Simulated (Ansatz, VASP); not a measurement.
## V in VASP and in Ansatz

File INCAR:

```
  PREC = Accurate
  ENCUT = 520
  EDIFF = 1E-7
  ISMEAR = -1
  SIGMA = 0.03
  LREAL = False
  LASPH = True
  NELM = 150
  ALGO = Normal
  ISIF = 2
  LWAVE = False
  LCHARG = False
  ISPIN = 2
  MAGMOM = 1.5
  LORBIT = 11
  LMAXMIX = 4
  GGA = PS
  NBANDS = 16
```

The input KPOINTS:

```
Automatic mesh
0
Gamma
  19 19 19
```

File POSCAR:

```
V
1.0
   -1.5230201596      1.5230201596      1.5230201596
    1.5230201596     -1.5230201596      1.5230201596
    1.5230201596      1.5230201596     -1.5230201596
V
1
Direct
    0.0000000000      0.0000000000      0.0000000000
```

Input for Ansatz:

```yaml
crystal:
  lattice:
    - [-1.5230201596, 1.5230201596, 1.5230201596]
    - [1.5230201596, -1.5230201596, 1.5230201596]
    - [1.5230201596, 1.5230201596, -1.5230201596]
  atoms:
    - { symbol: V, position: [0.0, 0.0, 0.0], spin: 1.5 }
magnetization:
  spin_polarized: true
kpoints:
  mp_grid: { grid: [19, 19, 19] }
scf:
  occupations: { method: fermi_dirac, width: 0.03 }
hamiltonian:
  xc: pbesol
  pseudopotentials: { kind: all_electron, lapw: { basis_error: 0.001 } }
output:
  forces: true
  stress: true
  eigenvalues: true
```

Change from the starting cell: volume scaled by 1.02.

Alike in both runs: task single point; functional PBEsol; k mesh 19 × 19 × 19; occupations fermi-dirac, width 0.03 eV; collinear spin.

|  | VASP | Ansatz |
| --- | --- | --- |
| version | VASP 6.6.1 | Ansatz 0.2.0 |
| potentials or method | VASP PAW PBE potentials, release 64 (V_sv), cutoff 520 eV | all-electron LAPW, scalar-relativistic |

Ansatz gave:

* pressure (GPa): -14.7
* net moment per atom (μB): 0.00

**Question.** Estimate VASP's values.

**Answer.** Pressure (GPa): -14.5; net moment per atom (μB): 0.00.

VASP's potentials were made for PBE, not for PBEsol. Ansatz ran all-electron here, and VASP with PAW potentials. Ansatz's warnings: seeded moment not kept.
